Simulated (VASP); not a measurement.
# Ti2Co (Fd-3m) in VASP: a series of runs, part 2 of 2

VASP 6.6.1. The steps go on from the part before.

## 3. Single point, r2SCAN, collinear spin, ferromagnetic start

POSCAR reads:

```
Ti2Co
1.0
    0.0000000000      3.3650000000      3.3650000000
    3.3650000000      0.0000000000      3.3650000000
    3.3650000000      3.3650000000      0.0000000000
Ti Co
4 2
Direct
    0.1250000000      0.1250000000      0.1250000000
    0.6250000000      0.1250000000      0.1250000000
    0.1250000000      0.1250000000      0.6250000000
    0.1250000000      0.6250000000      0.1250000000
    0.5000000000      0.5000000000      0.5000000000
    0.7500000000      0.7500000000      0.7500000000
```

INCAR.step1 reads:

```
  PREC = Accurate
  ENCUT = 520
  ISMEAR = 0
  SIGMA = 0.2
  LREAL = F
  LASPH = T
  NELM = 150
  ISPIN = 2
  MAGMOM = 0.19 0.19 0.19 0.19 1.58 1.58
  LMAXMIX = 4
  NBANDS = 46
  GGA = PE
  ALGO = Normal
  EDIFF = 1E-4
  LWAVE = T
  LCHARG = F
```

INCAR.step2 reads:

```
  PREC = Accurate
  ENCUT = 520
  EDIFF = 1E-7
  ISMEAR = 0
  SIGMA = 0.2
  LREAL = F
  LASPH = T
  NELM = 150
  ALGO = Normal
  ISIF = 2
  LWAVE = F
  LCHARG = F
  ISPIN = 2
  MAGMOM = 0.19 0.19 0.19 0.19 1.58 1.58
  LORBIT = 11
  LMAXMIX = 4
  METAGGA = R2SCAN
  LMIXTAU = T
  NBANDS = 46
  ISTART = 1
```

KPOINTS reads:

```
regular mesh
0
Gamma
  5 5 5
```

Potentials or basis: VASP PAW PBE potentials, release 64 (Ti_sv, Co).

The run is started by

```bash
$ cat potpaw_PBE.64/Ti_sv/POTCAR potpaw_PBE.64/Co/POTCAR > POTCAR
$ cp INCAR.step1 INCAR
$ mpirun -np 1 vasp_std > vasp.out
$ cp INCAR.step2 INCAR
$ mpirun -np 1 vasp_std > vasp.out
```

OUTCAR:

```text
PREC = Accurate
   ENCUT = 520
   EDIFF = 1E-7
   ISMEAR = 0
   LREAL = F
   LASPH = T
   NELM = 150
   ISIF = 2
   ISPIN = 2
   LORBIT = 11
   METAGGA = R2SCAN
   ISTART = 1

 ion  position               nearest neighbor table
   1  0.125  0.125  0.125-   2 2.38   3 2.38   4 2.38   3 2.38   4 2.38   2 2.38   6 2.79   5 2.79
                             6 2.79   5 2.79   6 2.79   5 2.79
   2  0.625  0.125  0.125-   1 2.38   3 2.38   4 2.38   1 2.38   3 2.38   4 2.38   6 2.79   5 2.79
                             5 2.79   6 2.79   5 2.79   6 2.79
   3  0.125  0.125  0.625-   1 2.38   1 2.38   2 2.38   4 2.38   4 2.38   2 2.38   6 2.79   5 2.79
                             6 2.79   5 2.79   6 2.79   5 2.79
   4  0.125  0.625  0.125-   1 2.38   3 2.38   1 2.38   2 2.38   3 2.38   2 2.38   6 2.79   5 2.79
                             6 2.79   5 2.79   6 2.79   5 2.79
   5  0.500  0.500  0.500-   1 2.79   1 2.79   1 2.79   2 2.79   3 2.79   4 2.79   4 2.79   2 2.79
                             4 2.79   3 2.79   2 2.79   3 2.79   6 2.91   6 2.91   6 2.91   6 2.91
   6  0.750  0.750  0.750-   2 2.79   3 2.79   4 2.79   1 2.79   1 2.79   1 2.79   2 2.79   2 2.79
                             3 2.79   4 2.79   3 2.79   4 2.79   5 2.91   5 2.91   5 2.91   5 2.91

  LATTYP: Found a face centered cubic cell.
 ALAT       =     6.7300000000

  Lattice vectors:

 A1 = (   0.0000000000,   3.3650000000,   3.3650000000)
 A2 = (   3.3650000000,   0.0000000000,   3.3650000000)
 A3 = (   3.3650000000,   3.3650000000,   0.0000000000)

Analysis of symmetry for initial positions (statically):
=====================================================================
 Subroutine PRICEL returns:
 Original cell was already a primitive cell.

 Routine SETGRP: Setting up the symmetry group for a
 face centered cubic supercell.

 Subroutine GETGRP returns: Found 48 space group operations
 (whereof 24 operations were pure point group operations)
 out of a pool of 48 trial point group operations.

The static configuration has the point symmetry T_d .
 The point group associated with its full space group is O_h .

Analysis of symmetry for dynamics (positions and initial velocities):
=====================================================================
 Subroutine PRICEL returns:
 Original cell was already a primitive cell.

 Routine SETGRP: Setting up the symmetry group for a
 face centered cubic supercell.

 Subroutine GETGRP returns: Found 48 space group operations
 (whereof 24 operations were pure point group operations)
 out of a pool of 48 trial point group operations.

The dynamic configuration has the point symmetry T_d .
 The point group associated with its full space group is O_h .

Analysis of structural, dynamic, and magnetic symmetry:
=====================================================================
 Subroutine PRICEL returns:
 Original cell was already a primitive cell.

 Routine SETGRP: Setting up the symmetry group for a
 face centered cubic supercell.

 Subroutine GETGRP returns: Found 48 space group operations
 (whereof 24 operations were pure point group operations)
 out of a pool of 48 trial point group operations.

The overall configuration has the point symmetry T_d .
 The point group associated with its full space group is O_h .

 Subroutine INISYM returns: Found 48 space group operations
 (whereof 24 operations are pure point group operations),
 and found     1 'primitive' translations

----------------------------------------------------------------------------------------

[... 96 lines left out ...]
   NELECT =      66.0000    total number of electrons
   NUPDOWN=      -1.0000    fix difference up-down
   EMIN   =  10.00;   EMAX   =-10.00  energy-range for DOS
   EFERMI =   0.00;   METHOD = LEGACY
   ISMEAR =     0;   SIGMA  =   0.20  broadening in eV -4-tet -1-fermi 0-gaus
   EFERMI_NEDOS =   21; number of points for ismear=-14 and -15
   IALGO  =     38    algorithm
   IMIX   =      4    mixing-type and parameters
     AMIX     =   0.40;   BMIX     =  1.00
     AMIX_MAG =   1.60;   BMIX_MAG =  1.00
  volume/ion in A,a.u.               =      12.70        85.71
  Fermi-wavevector in a.u.,A,eV,Ry     =   1.560490  2.948899 33.131955  2.435130
  Thomas-Fermi vector in A             =   2.663695
   LORBIT       =     11    0 simple, 1 ext, 2 COOP (PROOUT), +10 PAW based schemes
   METAGGA = R2SCAN    functional components
   LHFCALC =     F    Hartree Fock is set to
   AEXX    =    0.0000 exact exchange contribution
   IVDW    =     0    specifies the selected vdW correction
   LEPSILON=     F    determine dielectric tensor
   LRPA    =     F    only Hartree local field effects (RPA)
 spin polarized calculation
 Gauss-broadening in eV      SIGMA  =   0.20
  energy-cutoff  :      520.00
  volume of cell :       76.21
 maximum number of plane-waves:      2085
   NGX = 17   NGY = 17   NGZ = 17

 number of electron      66.0000033 magnetization       3.4193357

 Free energy of the ion-electron system (eV)
  ---------------------------------------------------
  ext. energy  EPLUGINS =         0.00000000
  ---------------------------------------------------
  free energy    TOTEN  =       -74.28386169 eV

  energy without entropy =      -74.15920150  energy(sigma->0) =      -74.22153159

 E-fermi :  10.4347     XC(G=0): -13.9093

 val. band max:       10.4179211257   @ k =   0.4000   0.0000   0.0000
 cond. band min:      10.4349076825   @ k =   0.4000   0.4000   0.0000
 fundamental gap:      0.0169865568
 Fermi energy:        10.4347231604

 spin component 1

 k-point     1 :       0.0000    0.0000    0.0000
  band No.  band energies     occupation
      1     -48.4663      1.00000
      2     -47.7205      1.00000
      3     -47.7205      1.00000
      4     -47.7205      1.00000
      5     -25.6592      1.00000
      6     -24.0761      1.00000
[... 469 lines left out ...]
     44      13.4783      0.00000
     45      14.2925      0.00000
 Fermi energy:        10.4347231604

 spin component 2

 k-point     1 :       0.0000    0.0000    0.0000
  band No.  band energies     occupation
      1     -48.1795      1.00000
      2     -47.4498      1.00000
      3     -47.4498      1.00000
      4     -47.4498      1.00000
      5     -25.2348      1.00000
      6     -23.7850      1.00000
[... 469 lines left out ...]
     44      13.6563      0.00000
     45      14.6008      0.00000
 [bands above 45 left out]

------------------------ aborting loop because EDIFF is reached ----------------------------------------

  FORCE on cell =-STRESS in cart. coord.  units (eV):
  Direction    XX          YY          ZZ          XY          YZ          ZX
  --------------------------------------------------------------------------------------
  -------------------------------------------------------------------------------------
  Total       11.9025170     11.9025170     11.9025170      0.0000000      0.0000000      0.0000000
  in kB      250.2442996    250.2442996    250.2442996      0.0000000      0.0000000      0.0000000
  external PRESSURE =     250.2442996 kB  Pullay stress =       0.0000000 kB

 VOLUME and BASIS-vectors are now :
 -----------------------------------------------------------------------------
  energy-cutoff  :      520.00
  volume of cell :       76.21
      direct lattice vectors                 reciprocal lattice vectors
     0.000000000  3.365000000  3.365000000    -0.148588410  0.148588410  0.148588410
     3.365000000  0.000000000  3.365000000     0.148588410 -0.148588410  0.148588410
     3.365000000  3.365000000  0.000000000     0.148588410  0.148588410 -0.148588410

 POSITION                                       TOTAL-FORCE (eV/Angst)
 -----------------------------------------------------------------------------------
      0.84125      0.84125      0.84125         0.000000      0.000000     -0.000000
      0.84125      2.52375      2.52375         0.000000      0.000000     -0.000000
      2.52375      2.52375      0.84125         0.000000      0.000000     -0.000000
      2.52375      0.84125      2.52375         0.000000      0.000000     -0.000000
      3.36500      3.36500      3.36500         0.000000      0.000000      0.000000
      5.04750      5.04750      5.04750        -0.000000     -0.000000     -0.000000
 -----------------------------------------------------------------------------------
    total drift:                                0.000000      0.000000      0.000000

  FREE ENERGIE OF THE ION-ELECTRON SYSTEM (eV)
  ---------------------------------------------------
  free  energy   TOTEN  =       -74.2838616890 eV

  energy  without entropy=      -74.1592014957  energy(sigma->0) =      -74.22153159

 total charge

# of ion       s       p       d       tot
------------------------------------------
    1        2.301   6.161   2.312  10.774
    2        2.301   6.161   2.312  10.774
    3        2.301   6.161   2.312  10.774
    4        2.301   6.161   2.312  10.774
    5        0.484   0.514   7.156   8.154
    6        0.484   0.514   7.156   8.154
--------------------------------------------------
tot         10.171  25.672  23.560  59.404

 magnetization (x)

# of ion       s       p       d       tot
------------------------------------------
    1        0.002  -0.010   0.246   0.237
    2        0.002  -0.010   0.246   0.237
    3        0.002  -0.010   0.246   0.237
    4        0.002  -0.010   0.246   0.237
    5        0.014  -0.023   1.392   1.383
    6        0.014  -0.023   1.392   1.383
--------------------------------------------------
tot          0.037  -0.087   3.766   3.716
```

It took 4.6 min on 1 thread of Intel Xeon 6975P-C (Granite Rapids), shared host; peak memory 0.27 GiB.

Results:

| Quantity | Value |
| --- | --- |
| Free energy | -74.2839 eV |
| Pressure | 25.0 GPa |
| Net moment | 3.42 μB per cell |
| Site moments | Ti +0.24; Co +1.38 μB |
| Valence electrons inside the program's atomic spheres | Ti 10.77; Co 8.15 |

Levels at points of the mesh, in eV from the Fermi level:
Spin up:
```
           k point  band 31  band 32  band 33  band 34  band 35  band 36  band 37  band 38  band 39  band 40
(0.00, 0.00, 0.00)    -1.99    -0.82    -0.82    -0.82    -0.64    -0.64     4.07     4.07     4.07     4.32
```
Spin down:
```
           k point  band 27  band 28  band 29  band 30  band 31  band 32  band 33  band 34  band 35  band 36
(0.00, 0.00, 0.00)    -0.93    -0.93    -0.64    -0.64    -0.64     0.33     0.33     0.66     0.66     0.66
```

Caveat: the cell stands under pressure; the PAW data sets were made with another functional, which shifts forces and pressure a little.

## 4. Single point, r2SCAN, collinear spin, ferromagnetic start

POSCAR is that of step 3.

INCAR.step1, as its differences from that of step 3:

```diff
@@ -3,3 +3,3 @@
   ISMEAR = 0
-  SIGMA = 0.2
+  SIGMA = 0.4
   LREAL = F
```

INCAR.step2 reads:

```
  PREC = Accurate
  ENCUT = 520
  EDIFF = 1E-6
  ISMEAR = 0
  SIGMA = 0.4
  LREAL = F
  LASPH = T
  NELM = 150
  ALGO = Normal
  ISIF = 2
  LWAVE = F
  LCHARG = T
  ISPIN = 2
  MAGMOM = 0.19 0.19 0.19 0.19 1.58 1.58
  LORBIT = 11
  LMAXMIX = 4
  METAGGA = R2SCAN
  LMIXTAU = T
  LELF = T
  LVHAR = T
  NBANDS = 46
  ISTART = 1
```

KPOINTS is that of step 3.

Potentials or basis: VASP PAW PBE potentials, release 64 (Ti_sv, Co).

The run is started by

```bash
$ cat potpaw_PBE.64/Ti_sv/POTCAR potpaw_PBE.64/Co/POTCAR > POTCAR
$ cp INCAR.step1 INCAR
$ mpirun -np 1 vasp_std > vasp.out
$ cp INCAR.step2 INCAR
$ mpirun -np 1 vasp_std > vasp.out
```

OUTCAR:

```text
PREC = Accurate
   ENCUT = 520
   EDIFF = 1E-6
   ISMEAR = 0
   LREAL = F
   LASPH = T
   NELM = 150
   ISIF = 2
   ISPIN = 2
   LORBIT = 11
   METAGGA = R2SCAN
   ISTART = 1

 ion  position               nearest neighbor table
   1  0.125  0.125  0.125-   2 2.38   3 2.38   4 2.38   3 2.38   4 2.38   2 2.38   6 2.79   5 2.79
                             6 2.79   5 2.79   6 2.79   5 2.79
   2  0.625  0.125  0.125-   1 2.38   3 2.38   4 2.38   1 2.38   3 2.38   4 2.38   6 2.79   5 2.79
                             5 2.79   6 2.79   5 2.79   6 2.79
   3  0.125  0.125  0.625-   1 2.38   1 2.38   2 2.38   4 2.38   4 2.38   2 2.38   6 2.79   5 2.79
                             6 2.79   5 2.79   6 2.79   5 2.79
   4  0.125  0.625  0.125-   1 2.38   3 2.38   1 2.38   2 2.38   3 2.38   2 2.38   6 2.79   5 2.79
[... 1196 lines left out ...]
      0.84125      2.52375      2.52375        -0.000000      0.000000      0.000000
      2.52375      2.52375      0.84125        -0.000000      0.000000      0.000000
      2.52375      0.84125      2.52375        -0.000000      0.000000      0.000000
      3.36500      3.36500      3.36500         0.000000      0.000000      0.000000
      5.04750      5.04750      5.04750        -0.000000     -0.000000     -0.000000
 -----------------------------------------------------------------------------------
    total drift:                                0.000000      0.000000      0.000000

  FREE ENERGIE OF THE ION-ELECTRON SYSTEM (eV)
  ---------------------------------------------------
  free  energy   TOTEN  =       -74.2887286030 eV

  energy  without entropy=      -73.6463591832  energy(sigma->0) =      -73.96754389

 total charge

# of ion       s       p       d       tot
------------------------------------------
    1        2.299   6.162   2.299  10.760
    2        2.299   6.162   2.299  10.760
    3        2.299   6.162   2.299  10.760
    4        2.299   6.162   2.299  10.760
    5        0.478   0.497   7.218   8.194
    6        0.478   0.497   7.218   8.194
--------------------------------------------------
tot         10.154  25.643  23.631  59.428

 magnetization (x)

# of ion       s       p       d       tot
------------------------------------------
    1        0.000   0.000   0.004   0.004
    2        0.000   0.000   0.004   0.004
    3        0.000   0.000   0.004   0.004
    4        0.000   0.000   0.004   0.004
    5       -0.000   0.000  -0.001  -0.001
    6       -0.000   0.000  -0.001  -0.001
--------------------------------------------------
tot          0.000   0.001   0.012   0.014
```

OUTCAR.step1:

```text
PREC = Accurate
   ENCUT = 520
   ISMEAR = 0
   LREAL = F
[... 1209 lines left out ...]
      2.52375      2.52375      0.84125        -0.000000      0.000000      0.000000
      2.52375      0.84125      2.52375        -0.000000      0.000000      0.000000
      3.36500      3.36500      3.36500         0.000000     -0.000000      0.000000
      5.04750      5.04750      5.04750        -0.000000      0.000000     -0.000000
 -----------------------------------------------------------------------------------
    total drift:                                0.000000      0.000000      0.000000

  FREE ENERGIE OF THE ION-ELECTRON SYSTEM (eV)
  ---------------------------------------------------
  free  energy   TOTEN  =       -42.2441804188 eV

  energy  without entropy=      -41.5573878756  energy(sigma->0) =      -41.90078415
```

OSZICAR.step1:

```text
N       E                     dE             d eps       ncg     rms          rms(c)
DAV:   1     0.835107101399E+03    0.83511E+03   -0.30477E+04  1848   0.190E+03
DAV:   2     0.651186772540E+02   -0.76999E+03   -0.74368E+03  1840   0.538E+02
DAV:   3    -0.329513079092E+02   -0.98070E+02   -0.89835E+02  2562   0.180E+02
DAV:   4    -0.502741557066E+02   -0.17323E+02   -0.16451E+02  3000   0.598E+01
DAV:   5    -0.510773860457E+02   -0.80323E+00   -0.80170E+00  2766   0.130E+01    0.429E+01
DAV:   6    -0.129904045535E+03   -0.78827E+02   -0.34282E+02  2370   0.207E+02    0.110E+02
DAV:   7    -0.585819451662E+02    0.71322E+02   -0.13576E+02  2152   0.716E+01    0.313E+01
DAV:   8    -0.418356644326E+02    0.16746E+02   -0.28330E+01  2656   0.442E+01    0.856E+00
DAV:   9    -0.421562536398E+02   -0.32059E+00   -0.45304E+00  2636   0.902E+00    0.531E+00
DAV:  10    -0.422032873625E+02   -0.47034E-01   -0.20728E-01  2512   0.380E+00    0.397E+00
DAV:  11    -0.422657510585E+02   -0.62464E-01   -0.26495E-01  2626   0.463E+00    0.229E+00
DAV:  12    -0.422607878101E+02    0.49632E-02   -0.17752E-01  2762   0.373E+00    0.189E+00
DAV:  13    -0.422439158438E+02    0.16872E-01   -0.24777E-02  2678   0.153E+00    0.522E-01
DAV:  14    -0.422442408500E+02   -0.32501E-03   -0.18379E-03  2490   0.238E-01    0.313E-01
DAV:  15    -0.422441804188E+02    0.60431E-04   -0.25855E-04  1510   0.143E-01
   1 F= -.42244180E+02 E0= -.41900784E+02  d E =-.686793E+00  mag=     0.5162
```

Run time: 4.2 min. Hardware: 1 thread of Intel Xeon 6975P-C (Granite Rapids), shared host; peak memory 0.27 GiB.

Results:

- Free energy: -74.2887 eV
- Pressure: 21.6 GPa
- Band gap on the k mesh: zero (filled and empty bands overlap)
- Net moment: 0.02 μB per cell
- Valence electrons inside the program's atomic spheres: Ti 10.76; Co 8.19

Levels at points of the mesh, in eV from the Fermi level:
Spin up:
| k point | band 30 | band 31 | band 32 | band 33 | band 34 | band 35 | band 36 | band 37 |
| --- | --- | --- | --- | --- | --- | --- | --- | --- |
| (0.00, 0.00, 0.00) | -1.14 | -1.14 | 0.01 | 0.01 | 0.08 | 0.08 | 0.08 | 4.14 |
Spin down:
```csv
k point,band 30,band 31,band 32,band 33,band 34,band 35,band 36,band 37
"(0.00, 0.00, 0.00)",-1.14,-1.14,0.02,0.02,0.08,0.08,0.08,4.14
```

Caveat: the cell stands under pressure; so wide a smearing shifts energies and pressures; the PAW data sets were made with another functional, which shifts forces and pressure a little.
